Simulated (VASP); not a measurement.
# MnS (Fm-3m) in VASP: further runs

The runs below take MnS through single point, with LDA.

Everything below comes from runs of VASP 6.6.1. Logs are shortened: lines on timing, memory, paths and dates and some standing lists are left out, and cuts for length are marked.

**1. The cell of the first run**

The structure is cubic, space group Fm-3m (No. 225). Conventional cell: a = 5.139 Å, b = 5.139 Å, c = 5.139 Å, α = 90.00°, β = 90.00°, γ = 90.00°. Within 3.4 Å of Mn (site symmetry m-3m) lie 6 S at 2.57 Å. S (site symmetry m-3m) has 6 Mn at 2.57 Å within 3.4 Å.

**2. Single point, LDA, collinear spin, ferromagnetic start (volume scaled by 0.96)**

The input, INCAR:

```
SYSTEM = MnS
PREC     = Accurate       ! precision mode
ENCUT    = 520            ! plane-wave cutoff, eV
EDIFF    = 1E-7           ! SCF threshold, eV
ISMEAR   = -1             ! smearing method
SIGMA    = 0.05           ! smearing width, eV
LREAL    = .FALSE.        ! projectors in reciprocal space
LASPH    = .TRUE.         ! aspherical terms in the spheres
NELM     = 150            ! most SCF steps
ALGO     = Normal         ! electronic algorithm
ISIF     = 2              ! what is computed and relaxed
LWAVE    = .FALSE.        ! write WAVECAR
LCHARG   = .FALSE.        ! write CHGCAR
ISPIN    = 2              ! spin polarisation
MAGMOM   = 4 0            ! initial moments
LORBIT   = 11             ! projections on sites
LMAXMIX  = 4              ! l up to which the mixer works
GGA      = CA             ! functional
NBANDS   = 20             ! bands
```

The input, KPOINTS:

```
regular mesh
0
G
  9 9 9
  0 0 0
```

The input, POSCAR:

```
MnS
1.0
    0.0000000000      2.5692997390      2.5692997390
    2.5692997390      0.0000000000      2.5692997390
    2.5692997390      2.5692997390      0.0000000000
Mn S
1 1
Direct
    0.0000000000      0.0000000000      0.0000000000
    0.5000000000      0.5000000000      0.5000000000
```

Potentials or basis: VASP PAW LDA potentials, release 64 (Mn_pv, S).

On the command line:

```console
$ cat potpaw_LDA.64/Mn_pv/POTCAR potpaw_LDA.64/S/POTCAR > POTCAR
$ mpirun -np 1 vasp_std > vasp.out
```

OUTCAR:

```text
SYSTEM = MnS
   PREC = Accurate
   ENCUT = 520
   EDIFF = 1E-7
   ISMEAR = -1
   LREAL = .FALSE.
   LASPH = .TRUE.
   NELM = 150
   ISIF = 2
   ISPIN = 2
   LORBIT = 11
   GGA = CA

 ion  position               nearest neighbor table
   1  0.000  0.000  0.000-   2 2.57   2 2.57   2 2.57   2 2.57   2 2.57   2 2.57
   2  0.500  0.500  0.500-   1 2.57   1 2.57   1 2.57   1 2.57   1 2.57   1 2.57

  LATTYP: Found a face centered cubic cell.
 ALAT       =     5.1385994780

  Lattice vectors:

 A1 = (   0.0000000000,   2.5692997390,   2.5692997390)
 A2 = (   2.5692997390,   0.0000000000,   2.5692997390)
 A3 = (   2.5692997390,   2.5692997390,   0.0000000000)

Analysis of symmetry for initial positions (statically):
=====================================================================
 Subroutine PRICEL returns:
 Original cell was already a primitive cell.

 Routine SETGRP: Setting up the symmetry group for a
 face centered cubic supercell.

 Subroutine GETGRP returns: Found 48 space group operations
 (whereof 48 operations were pure point group operations)
 out of a pool of 48 trial point group operations.

The static configuration has the point symmetry O_h .

Analysis of symmetry for dynamics (positions and initial velocities):
=====================================================================
 Subroutine PRICEL returns:
 Original cell was already a primitive cell.

 Routine SETGRP: Setting up the symmetry group for a
 face centered cubic supercell.

 Subroutine GETGRP returns: Found 48 space group operations
 (whereof 48 operations were pure point group operations)
 out of a pool of 48 trial point group operations.

The dynamic configuration has the point symmetry O_h .

Analysis of structural, dynamic, and magnetic symmetry:
=====================================================================
 Subroutine PRICEL returns:
 Original cell was already a primitive cell.

 Routine SETGRP: Setting up the symmetry group for a
 face centered cubic supercell.

 Subroutine GETGRP returns: Found 48 space group operations
 (whereof 48 operations were pure point group operations)
 out of a pool of 48 trial point group operations.

The overall configuration has the point symmetry O_h .

 Subroutine INISYM returns: Found 48 space group operations
 (whereof 48 operations are pure point group operations),
 and found     1 'primitive' translations

----------------------------------------------------------------------------------------

                                     Primitive cell

  volume of cell :      33.9214

  direct lattice vectors                    reciprocal lattice vectors
     0.000000000  2.569299739  2.569299739    -0.194605554  0.194605554  0.194605554
     2.569299739  0.000000000  2.569299739     0.194605554 -0.194605554  0.194605554
     2.569299739  2.569299739  0.000000000     0.194605554  0.194605554 -0.194605554

  length of vectors
     3.633538537  3.633538537  3.633538537     0.337066708  0.337066708  0.337066708

  position of ions in fractional coordinates (direct lattice)
[... 8 lines left out ...]
----------------------------------------------------------------------------------------

 KPOINTS: regular mesh

Automatic generation of k-mesh.
 Grid dimensions read from file:
 generate k-points for:    9    9    9

 Generating k-lattice:

  Cartesian coordinates                     Fractional coordinates (reciprocal lattice)
    -0.021622839  0.021622839  0.021622839     0.111111111  0.000000000  0.000000000
     0.021622839 -0.021622839  0.021622839     0.000000000  0.111111111  0.000000000
     0.021622839  0.021622839 -0.021622839     0.000000000  0.000000000  0.111111111

  Length of vectors
     0.037451856  0.037451856  0.037451856

  Shift w.r.t. Gamma in fractional coordinates (k-lattice)
     0.000000000  0.000000000  0.000000000

 Subroutine IBZKPT returns following result:
 ===========================================

 Found     35 irreducible k-points:

 Following reciprocal coordinates:
            Coordinates               Weight
  0.000000  0.000000  0.000000      1.000000
  0.111111  0.000000  0.000000      8.000000
  0.222222  0.000000  0.000000      8.000000
  0.333333  0.000000  0.000000      8.000000
  0.444444  0.000000  0.000000      8.000000
  0.111111  0.111111  0.000000      6.000000
[... 16 lines left out ...]
 -0.333333  0.333333  0.000000     12.000000
  0.444444  0.444444  0.000000      6.000000
 [... further k-points ...]
   k-points           NKPTS =     35   k-points in BZ     NKDIM =     35   number of bands    NBANDS=     20
   number of dos      NEDOS =    301   number of ions     NIONS =      2
   total plane-waves  NPLWV =  21952
   dimension x,y,z NGX =    28 NGY =   28 NGZ =   28
   dimension x,y,z NGXF=    56 NGYF=   56 NGZF=   56
   ions per type =               1   1
   NGX,Y,Z   is equivalent  to a cutoff of  12.81, 12.81, 12.81 a.u.
   NGXF,Y,Z  is equivalent  to a cutoff of  25.62, 25.62, 25.62 a.u.
 SYSTEM =  MnS
   PREC   = accura    normal or accurate (medium, high low for compatibility)
   ISTART =      0    job   : 0-new  1-cont  2-samecut
   ICHARG =      2    charge: 1-file 2-atom 10-const
   ISPIN  =      2    spin polarized calculation?
   LNONCOLLINEAR =      F non collinear calculations
   LSORBIT =      F    spin-orbit coupling
   LASPH  =      T    aspherical Exc in radial PAW
   ENCUT  =  520.0 eV  38.22 Ry    6.18 a.u.   6.76  6.76  6.76*2*pi/ulx,y,z
   NELM   =    150;   NELMIN=  2; NELMDL= -5     # of ELM steps
   EDIFF  = 0.1E-06   stopping-criterion for ELM
   LREAL  =      F    real-space projection
   EDIFFG = 0.1E-05   stopping-criterion for IOM
   NSW    =      0    number of steps for IOM
   IBRION =     -1    ionic relax: 0-MD 1-quasi-New 2-CG
   NFREE  =      0    steps in history (QN), initial steepest desc. (CG)
   ISIF   =      2    stress and relaxation
   ISYM   =      2    0-nonsym 1-usesym 2-fastsym
   POTIM  = 0.5000    time-step for ionic-motion
   TEBEG  =    0.0;   TEEND  =   0.0 temperature during run
   PSTRESS=    0.0 pullay stress
   NELECT =      19.0000    total number of electrons
   NUPDOWN=      -1.0000    fix difference up-down
   EMIN   =  10.00;   EMAX   =-10.00  energy-range for DOS
   EFERMI =   0.00;   METHOD = LEGACY
   ISMEAR =    -1;   SIGMA  =   0.05  broadening in eV -4-tet -1-fermi 0-gaus
   EFERMI_NEDOS =   21; number of points for ismear=-14 and -15
   IALGO  =     38    algorithm
   IMIX   =      4    mixing-type and parameters
     AMIX     =   0.40;   BMIX     =  1.00
     AMIX_MAG =   1.60;   BMIX_MAG =  1.00
  volume/ion in A,a.u.               =      16.96       114.46
  Fermi-wavevector in a.u.,A,eV,Ry     =   1.349485  2.550156 24.777687  1.821109
  Thomas-Fermi vector in A             =   2.477068
   LORBIT       =     11    0 simple, 1 ext, 2 COOP (PROOUT), +10 PAW based schemes
   GGA     = CA    functional components
   LHFCALC =     F    Hartree Fock is set to
   AEXX    =    0.0000 exact exchange contribution
   IVDW    =     0    specifies the selected vdW correction
   LEPSILON=     F    determine dielectric tensor
   LRPA    =     F    only Hartree local field effects (RPA)
 spin polarized calculation
  energy-cutoff  :      520.00
  volume of cell :       33.92
 maximum number of plane-waves:       941
   NGX = 13   NGY = 13   NGZ = 13

 number of electron      19.0000001 magnetization       4.3406315

 Free energy of the ion-electron system (eV)
  ---------------------------------------------------
  ext. energy  EPLUGINS =         0.00000000
  ---------------------------------------------------
  free energy    TOTEN  =       -15.08433109 eV

  energy without entropy =      -15.07162916  energy(sigma->0) =      -15.07798012

 E-fermi :   6.8060     XC(G=0): -11.1803

 val. band max:        6.7928704276   @ k =   0.3333   0.1111   0.0000
 cond. band min:       6.8377512902   @ k =  -0.3333   0.4444   0.1111
 fundamental gap:      0.0448808626
 Fermi energy:         6.8059537165

 spin component 1

 k-point     1 :       0.0000    0.0000    0.0000
  band No.  band energies     occupation
      1     -43.0488      1.00000
      2     -43.0488      1.00000
      3     -43.0488      1.00000
      4      -7.9584      1.00000
      5       3.7554      1.00000
      6       3.7554      1.00000
[... 12 lines left out ...]
     19      18.8932      0.00000
     20      19.4302      0.00000

 k-point     2 :       0.1111    0.0000    0.0000
  band No.  band energies     occupation
      1     -43.0500      1.00000
      2     -43.0489      1.00000
      3     -43.0489      1.00000
      4      -7.8259      1.00000
      5       3.2986      1.00000
      6       3.3594      1.00000
[... 498 lines left out ...]
 k-point    24 :       0.4444    0.4444    0.0000
  band No.  band energies     occupation
      1     -43.0582      1.00000
      2     -43.0528      1.00000
      3     -43.0528      1.00000
      4      -6.4302      1.00000
      5       0.6908      1.00000
      6       3.1513      1.00000
[... 12 lines left out ...]
     19      21.7766      0.00000
     20      21.7766      0.00000

 [... further k-points ...]

 spin component 2

 k-point     1 :       0.0000    0.0000    0.0000
  band No.  band energies     occupation
      1     -39.1907      1.00000
      2     -39.1907      1.00000
      3     -39.1907      1.00000
      4      -7.6648      1.00000
      5       5.1706      1.00000
      6       5.1706      1.00000
[... 12 lines left out ...]
     19      19.9429      0.00000
     20      20.6247      0.00000

 k-point     2 :       0.1111    0.0000    0.0000
  band No.  band energies     occupation
      1     -39.1923      1.00000
      2     -39.1909      1.00000
      3     -39.1909      1.00000
      4      -7.5363      1.00000
      5       4.2170      1.00000
      6       4.7375      1.00000
[... 498 lines left out ...]
 k-point    24 :       0.4444    0.4444    0.0000
  band No.  band energies     occupation
      1     -39.2031      1.00000
      2     -39.1959      1.00000
      3     -39.1959      1.00000
      4      -6.1601      1.00000
      5       1.1055      1.00000
      6       3.5932      1.00000
[... 12 lines left out ...]
     19      22.1483      0.00000
     20      22.1483      0.00000

 [... further k-points ...]

------------------------ aborting loop because EDIFF is reached ----------------------------------------

  FORCE on cell =-STRESS in cart. coord.  units (eV):
  Direction    XX          YY          ZZ          XY          YZ          ZX
  --------------------------------------------------------------------------------------
  -------------------------------------------------------------------------------------
  Total       -2.4531462     -2.4531462     -2.4531462     -0.0000000     -0.0000000     -0.0000000
  in kB     -115.8669813   -115.8669813   -115.8669813     -0.0000000     -0.0000000     -0.0000000
  external PRESSURE =    -115.8669813 kB  Pullay stress =       0.0000000 kB

 VOLUME and BASIS-vectors are now :
 -----------------------------------------------------------------------------
  energy-cutoff  :      520.00
  volume of cell :       33.92
      direct lattice vectors                 reciprocal lattice vectors
     0.000000000  2.569299739  2.569299739    -0.194605554  0.194605554  0.194605554
     2.569299739  0.000000000  2.569299739     0.194605554 -0.194605554  0.194605554
     2.569299739  2.569299739  0.000000000     0.194605554  0.194605554 -0.194605554

 POSITION                                       TOTAL-FORCE (eV/Angst)
 -----------------------------------------------------------------------------------
      0.00000      0.00000      0.00000        -0.000000      0.000000     -0.000000
      2.56930      2.56930      2.56930         0.000000     -0.000000      0.000000
 -----------------------------------------------------------------------------------
    total drift:                               -0.000000      0.000000      0.000000

  FREE ENERGIE OF THE ION-ELECTRON SYSTEM (eV)
  ---------------------------------------------------
  free  energy   TOTEN  =       -15.0843310850 eV

  energy  without entropy=      -15.0716291600  energy(sigma->0) =      -15.07798012

 total charge

# of ion       s       p       d       tot
------------------------------------------
    1        0.229   6.174   4.988  11.390
    2        1.328   2.363   0.000   3.692
--------------------------------------------------
tot          1.557   8.537   4.988  15.082

 magnetization (x)

# of ion       s       p       d       tot
------------------------------------------
    1        0.046   0.033   3.866   3.945
    2        0.024   0.057   0.000   0.081
--------------------------------------------------
tot          0.071   0.090   3.866   4.026
```

Wall time 49 s (1 thread of Intel Xeon Platinum 8259CL at 2.50GHz (Skylake/Cascade Lake), shared host); peak memory 0.17 GiB.

Results:

- Free energy: -15.0843 eV
- Pressure: -11.6 GPa
- Net moment: 4.34 μB per cell
- Site moments: Mn +3.94; S +0.08 μB
- Valence electrons inside the program's atomic spheres: Mn 11.39; S 3.69

Caveat: a cell with one magnetic atom can't hold antiferromagnetic order, which such compounds often take; semilocal functionals often make such compounds metallic where correlation or magnetic order opens a gap, which also shifts bond lengths.

(Continued in part 2 of 2.)
